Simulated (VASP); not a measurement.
# W (Im-3m) in VASP: notebook

Runs on W. Level: PBE. Tasks: single point.

All numbers are computed with VASP 6.6.1; they aren't measurements. Logs are shortened: lines on timing, memory, paths and dates and some standing lists are left out, and cuts for length are marked.

### Step 1. The cell of the first run

It takes space group Im-3m (No. 229, cubic). The conventional cell has a = 3.130 Å, b = 3.130 Å, c = 3.130 Å, α = 90.00°, β = 90.00°, γ = 90.00°. W (site symmetry m-3m) has 14 W at 2.71 to 3.13 Å within 3.6 Å.

### Step 2. Single point, PBE (volume scaled by 0.9405)

INCAR

```
ALGO = Normal
EDIFF = 1E-6
ENCUT = 520
GGA = PE
ISIF = 2
ISMEAR = -1
LASPH = T
LCHARG = T
LELF = T
LREAL = F
LVHAR = T
LWAVE = F
NBANDS = 13
NELM = 80
PREC = Accurate
SIGMA = 0.08
```

KPOINTS

```
k-points
0
Gamma
  14 14 14
```

POSCAR

```
W
1.0
   -1.5649702701      1.5649702701      1.5649702701
    1.5649702701     -1.5649702701      1.5649702701
    1.5649702701      1.5649702701     -1.5649702701
W
1
Direct
    0.0000000000      0.0000000000      0.0000000000
```

Potentials or basis: VASP PAW PBE potentials, release 64 (W_sv).

Run with:

```sh
> cat potpaw_PBE.64/W_sv/POTCAR > POTCAR
> mpirun -np 1 vasp_std > vasp.out
```

OUTCAR:

```text
EDIFF = 1E-6
   ENCUT = 520
   GGA = PE
   ISIF = 2
   ISMEAR = -1
   LASPH = T
   LREAL = F
   NELM = 80
   PREC = Accurate

 ion  position               nearest neighbor table
   1  0.000  0.000  0.000-

  LATTYP: Found a body centered cubic cell.
 ALAT       =     3.1299405402

  Lattice vectors:

 A1 = (  -1.5649702701,   1.5649702701,   1.5649702701)
 A2 = (   1.5649702701,  -1.5649702701,   1.5649702701)
 A3 = (   1.5649702701,   1.5649702701,  -1.5649702701)

Analysis of symmetry for initial positions (statically):
=====================================================================
 Subroutine PRICEL returns:
 Original cell was already a primitive cell.

 Routine SETGRP: Setting up the symmetry group for a
 body centered cubic supercell.

 Subroutine GETGRP returns: Found 48 space group operations
 (whereof 48 operations were pure point group operations)
 out of a pool of 48 trial point group operations.

The static configuration has the point symmetry O_h .

Analysis of symmetry for dynamics (positions and initial velocities):
=====================================================================
 Subroutine PRICEL returns:
 Original cell was already a primitive cell.

 Routine SETGRP: Setting up the symmetry group for a
 body centered cubic supercell.

 Subroutine GETGRP returns: Found 48 space group operations
 (whereof 48 operations were pure point group operations)
 out of a pool of 48 trial point group operations.

The dynamic configuration has the point symmetry O_h .

 Subroutine INISYM returns: Found 48 space group operations
 (whereof 48 operations are pure point group operations),
 and found     1 'primitive' translations

----------------------------------------------------------------------------------------

                                     Primitive cell

  volume of cell :      15.3313

  direct lattice vectors                    reciprocal lattice vectors
    -1.564970270  1.564970270  1.564970270     0.000000000  0.319494887  0.319494887
     1.564970270 -1.564970270  1.564970270     0.319494887  0.000000000  0.319494887
     1.564970270  1.564970270 -1.564970270     0.319494887  0.319494887  0.000000000

  length of vectors
     2.710608020  2.710608020  2.710608020     0.451834003  0.451834003  0.451834003

  position of ions in fractional coordinates (direct lattice)
     0.000000000  0.000000000  0.000000000

  ion indices of the primitive-cell ions
   primitive index   ion index
                 1           1

----------------------------------------------------------------------------------------

 KPOINTS: k-points

Automatic generation of k-mesh.
 Grid dimensions read from file:
 generate k-points for:   14   14   14

 Generating k-lattice:

  Cartesian coordinates                     Fractional coordinates (reciprocal lattice)
     0.000000000  0.022821063  0.022821063     0.071428571  0.000000000  0.000000000
     0.022821063  0.000000000  0.022821063     0.000000000  0.071428571  0.000000000
     0.022821063  0.022821063  0.000000000     0.000000000  0.000000000  0.071428571

  Length of vectors
     0.032273857  0.032273857  0.032273857

  Shift w.r.t. Gamma in fractional coordinates (k-lattice)
     0.000000000  0.000000000  0.000000000

 Subroutine IBZKPT returns following result:
 ===========================================

 Found    104 irreducible k-points:

 Following reciprocal coordinates:
            Coordinates               Weight
  0.000000  0.000000  0.000000      1.000000
  0.071429  0.000000  0.000000     12.000000
  0.142857  0.000000  0.000000     12.000000
  0.214286  0.000000  0.000000     12.000000
  0.285714  0.000000  0.000000     12.000000
  0.357143  0.000000  0.000000     12.000000
[... 16 lines left out ...]
  0.285714  0.285714  0.000000     24.000000
  0.357143  0.285714  0.000000     24.000000
 [... further k-points ...]
   k-points           NKPTS =    104   k-points in BZ     NKDIM =    104   number of bands    NBANDS=     13
   number of dos      NEDOS =    301   number of ions     NIONS =      1
   total plane-waves  NPLWV =   8000
   dimension x,y,z NGX =    20 NGY =   20 NGZ =   20
   dimension x,y,z NGXF=    40 NGYF=   40 NGZF=   40
   ions per type =               1
   NGX,Y,Z   is equivalent  to a cutoff of  12.27, 12.27, 12.27 a.u.
   NGXF,Y,Z  is equivalent  to a cutoff of  24.53, 24.53, 24.53 a.u.
 SYSTEM =  unknown system
   PREC   = accura    normal or accurate (medium, high low for compatibility)
   ISTART =      0    job   : 0-new  1-cont  2-samecut
   ICHARG =      2    charge: 1-file 2-atom 10-const
   ISPIN  =      1    spin polarized calculation?
   LNONCOLLINEAR =      F non collinear calculations
   LSORBIT =      F    spin-orbit coupling
   LASPH  =      T    aspherical Exc in radial PAW
   ENCUT  =  520.0 eV  38.22 Ry    6.18 a.u.   5.04  5.04  5.04*2*pi/ulx,y,z
   NELM   =     80;   NELMIN=  2; NELMDL= -5     # of ELM steps
   EDIFF  = 0.1E-05   stopping-criterion for ELM
   LREAL  =      F    real-space projection
   EDIFFG = 0.1E-04   stopping-criterion for IOM
   NSW    =      0    number of steps for IOM
   IBRION =     -1    ionic relax: 0-MD 1-quasi-New 2-CG
   NFREE  =      0    steps in history (QN), initial steepest desc. (CG)
   ISIF   =      2    stress and relaxation
   ISYM   =      2    0-nonsym 1-usesym 2-fastsym
   POTIM  = 0.5000    time-step for ionic-motion
   TEBEG  =    0.0;   TEEND  =   0.0 temperature during run
   PSTRESS=    0.0 pullay stress
   NELECT =      14.0000    total number of electrons
   NUPDOWN=      -1.0000    fix difference up-down
   EMIN   =  10.00;   EMAX   =-10.00  energy-range for DOS
   EFERMI =   0.00;   METHOD = LEGACY
   ISMEAR =    -1;   SIGMA  =   0.08  broadening in eV -4-tet -1-fermi 0-gaus
   EFERMI_NEDOS =   21; number of points for ismear=-14 and -15
   IALGO  =     38    algorithm
   IMIX   =      4    mixing-type and parameters
     AMIX     =   0.40;   BMIX     =  1.00
     AMIX_MAG =   1.60;   BMIX_MAG =  1.00
  volume/ion in A,a.u.               =      15.33       103.46
  Fermi-wavevector in a.u.,A,eV,Ry     =   1.588272  3.001398 34.322145  2.522606
  Thomas-Fermi vector in A             =   2.687301
   LORBIT       =      0    0 simple, 1 ext, 2 COOP (PROOUT), +10 PAW based schemes
   GGA     = PE    functional components
   LHFCALC =     F    Hartree Fock is set to
   AEXX    =    0.0000 exact exchange contribution
   IVDW    =     0    specifies the selected vdW correction
   LEPSILON=     F    determine dielectric tensor
   LRPA    =     F    only Hartree local field effects (RPA)
 non-spin polarized calculation
  energy-cutoff  :      520.00
  volume of cell :       15.33
 maximum number of plane-waves:       426
   NGX =  9   NGY =  9   NGZ =  9

 number of electron      14.0000004 magnetization

 Free energy of the ion-electron system (eV)
  ---------------------------------------------------
  ext. energy  EPLUGINS =         0.00000000
  ---------------------------------------------------
  free energy    TOTEN  =       -12.90809426 eV

  energy without entropy =      -12.89405667  energy(sigma->0) =      -12.90107547

 E-fermi :  12.0352     XC(G=0): -13.8315

 val. band max:       12.0057538841   @ k =   0.4286   0.0000   0.0000
 cond. band min:      12.0418725528   @ k =  -0.4286   0.5000   0.2857
 fundamental gap:      0.0361186687
 Fermi energy:        12.0351940992

 k-point     1 :       0.0000    0.0000    0.0000
  band No.  band energies     occupation
      1     -62.2100      2.00000
      2     -25.7189      2.00000
      3     -25.7189      2.00000
      4     -25.7189      2.00000
      5       2.1128      2.00000
      6      10.6455      2.00000
      7      10.6455      2.00000
      8      10.6455      2.00000
      9      14.2740      0.00000
     10      14.2740      0.00000
     11      26.5252      0.00000
     12      26.5252      0.00000
     13      26.5252      0.00000

 k-point     2 :       0.0714    0.0000    0.0000
  band No.  band energies     occupation
      1     -62.2024      2.00000
      2     -25.7964      2.00000
      3     -25.7429      2.00000
      4     -25.7194      2.00000
      5       2.3696      2.00000
      6      10.4878      2.00000
      7      10.6070      2.00000
      8      10.8947      2.00000
      9      14.0251      0.00000
     10      14.2749      0.00000
     11      26.7462      0.00000
     12      26.9608      0.00000
     13      27.1662      0.00000

 k-point     3 :       0.1429    0.0000    0.0000
  band No.  band energies     occupation
      1     -62.1810      2.00000
      2     -26.0095      2.00000
      3     -25.8093      2.00000
      4     -25.7207      2.00000
      5       3.0882      2.00000
      6      10.0748      2.00000
      7      10.4249      2.00000
      8      11.6288      1.98764
      9      13.6135      0.00000
     10      14.2985      0.00000
     11      27.2235      0.00000
     12      28.2034      0.00000
     13      28.6242      0.00000
[... 305 lines left out ...]
 k-point    23 :       0.2857    0.2857    0.0000
  band No.  band energies     occupation
      1     -62.0408      2.00000
      2     -26.8784      2.00000
      3     -26.4984      2.00000
      4     -25.8921      2.00000
      5       7.2194      2.00000
      6       8.6573      2.00000
      7       9.7193      2.00000
      8      14.2623      0.00000
      9      15.1669      0.00000
     10      21.1278      0.00000
     11      21.6249      0.00000
     12      25.7384      0.00000
     13      28.9452      0.00000

 k-point    24 :       0.3571    0.2857    0.0000
  band No.  band energies     occupation
      1     -62.0359      2.00000
      2     -26.8242      2.00000
      3     -26.6052      2.00000
      4     -25.8997      2.00000
      5       7.3139      2.00000
      6       8.8340      2.00000
      7       9.5907      2.00000
      8      14.5313      0.00000
      9      15.1659      0.00000
     10      20.6618      0.00000
     11      22.5766      0.00000
     12      24.6570      0.00000
     13      29.4771      0.00000

 [... further k-points ...]
[... 5 lines left out ...]
  --------------------------------------------------------------------------------------
  -------------------------------------------------------------------------------------
  Total        1.7329370      1.7329370      1.7329370      0.0000000      0.0000000      0.0000000
  in kB      181.0985958    181.0985958    181.0985958      0.0000000      0.0000000      0.0000000
  external PRESSURE =     181.0985958 kB  Pullay stress =       0.0000000 kB

 VOLUME and BASIS-vectors are now :
 -----------------------------------------------------------------------------
  energy-cutoff  :      520.00
  volume of cell :       15.33
      direct lattice vectors                 reciprocal lattice vectors
    -1.564970270  1.564970270  1.564970270     0.000000000  0.319494887  0.319494887
     1.564970270 -1.564970270  1.564970270     0.319494887  0.000000000  0.319494887
     1.564970270  1.564970270 -1.564970270     0.319494887  0.319494887  0.000000000

 POSITION                                       TOTAL-FORCE (eV/Angst)
 -----------------------------------------------------------------------------------
      0.00000      0.00000      0.00000         0.000000     -0.000000      0.000000
 -----------------------------------------------------------------------------------
    total drift:                                0.000000     -0.000000      0.000000

  FREE ENERGIE OF THE ION-ELECTRON SYSTEM (eV)
  ---------------------------------------------------
  free  energy   TOTEN  =       -12.9080942621 eV

  energy  without entropy=      -12.8940566718  energy(sigma->0) =      -12.90107547
```

It took 7.2 s on 1 thread of Intel Xeon 6975P-C (Granite Rapids), shared host; peak memory 0.13 GiB.

What came out:

* Free energy: -12.9081 eV
* Pressure: 18.1 GPa
* Band gap on the k mesh: zero (band 7 reaches 17.35 eV, above the bottom of band 8 at 10.65 eV)

Caveat: spin-orbit coupling is left out, which moves the levels of the heavy elements.

### Step 3. Single point, PBE (volume scaled by 0.98)

INCAR

```
  PREC = Accurate
  ENCUT = 520
  EDIFF = 1E-6
  ISMEAR = -1
  SIGMA = 0.08
  LREAL = F
  LASPH = T
  NELM = 80
  ALGO = Normal
  ISIF = 2
  LWAVE = F
  LCHARG = T
  GGA = PE
  LELF = T
  LVHAR = T
  NBANDS = 13
```

KPOINTS

```
regular mesh
0
Gamma
  14 14 14
```

POSCAR

```
W
1.0
   -1.5865795428      1.5865795428      1.5865795428
    1.5865795428     -1.5865795428      1.5865795428
    1.5865795428      1.5865795428     -1.5865795428
W
1
Direct
    0.0000000000      0.0000000000      0.0000000000
```

Potentials or basis: VASP PAW PBE potentials, release 64 (W_sv).

Run with:

```sh
> cat potpaw_PBE.64/W_sv/POTCAR > POTCAR
> mpirun -np 1 vasp_std > vasp.out
```

Wall time 6.3 s (1 thread of Intel Xeon 6975P-C (Granite Rapids), shared host); peak memory 0.13 GiB.

It converged, with:

* Free energy: -12.9517 eV
* Pressure: 3.9 GPa
* Band gap on the k mesh: zero (band 7 reaches 16.44 eV, above the bottom of band 8 at 10.11 eV)

Levels at points of the mesh, in eV from the Fermi level:
```csv
k point,band 4,band 5,band 6,band 7,band 8,band 9,band 10,band 11
"(0.00, 0.00, 0.00)",-37.85,-9.67,-1.29,-1.29,-1.29,2.17,2.17,14.43
"(0.50, 0.00, 0.00)",-37.85,-6.30,-3.61,0.58,2.06,3.03,6.00,10.88
"(0.50, 0.50, 0.50)",-38.73,-5.85,-5.85,5.03,5.03,5.03,8.11,8.11
```

Caveat: spin-orbit coupling is left out, which moves the levels of the heavy elements.

(Part 1 of 2 ends here.)
